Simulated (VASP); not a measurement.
Wanted: the native input for a VASP 6.6.1 run.

* Task: single point
* Functional: PBE
* Potentials or basis: VASP PAW PBE potentials, release 64 (Pb_d, O)
* Cutoff: 520 eV
* k mesh: 6 × 6 × 6
* Occupations: gaussian, width 0.01 eV
* Spin: no spin polarisation
* Dipole correction: no
* Further INCAR settings: ALGO = Normal; EDIFF = 1e-07; NBANDS = 17

The structure of PbO lies in POSCAR:

```
PbO
1.0
    0.0000000000      2.8031371271      2.8031371271
    2.8031371271      0.0000000000      2.8031371271
    2.8031371271      2.8031371271      0.0000000000
Pb O
1 1
Direct
    0.0000000000      0.0000000000      0.0000000000
    0.2500000000      0.2500000000      0.2500000000
```

This cell differs from its parent crystal: volume changed by -3%.

One way to write it, as run:

INCAR

```
PREC = Accurate
ENCUT = 520
EDIFF = 1E-7
ISMEAR = 0
SIGMA = 0.01
LREAL = False
LASPH = True
NELM = 100
ALGO = Normal
ISIF = 2
LWAVE = False
LCHARG = False
GGA = PE
NBANDS = 17
```

KPOINTS

```
regular mesh
0
Gamma
  6 6 6
```

Potentials or basis: VASP PAW PBE potentials, release 64 (Pb_d, O).

The run is started by

```sh
$ cat potpaw_PBE.64/Pb_d/POTCAR potpaw_PBE.64/O/POTCAR > POTCAR
$ mpirun -np 1 vasp_std > vasp.out
```

Results of the run:

```json
{"Pressure": "2.0 GPa", "Band gap on the k mesh": "0.48 eV, indirect (least direct gap 0.62 eV)"}
```

Caveat: spin-orbit coupling is left out, which moves the levels of the heavy elements.

Wall time 16 s on 1 thread of Intel(R) Xeon(R) Platinum 8488C (Sapphire Rapids) (shared host), peak memory 0.17 GiB.
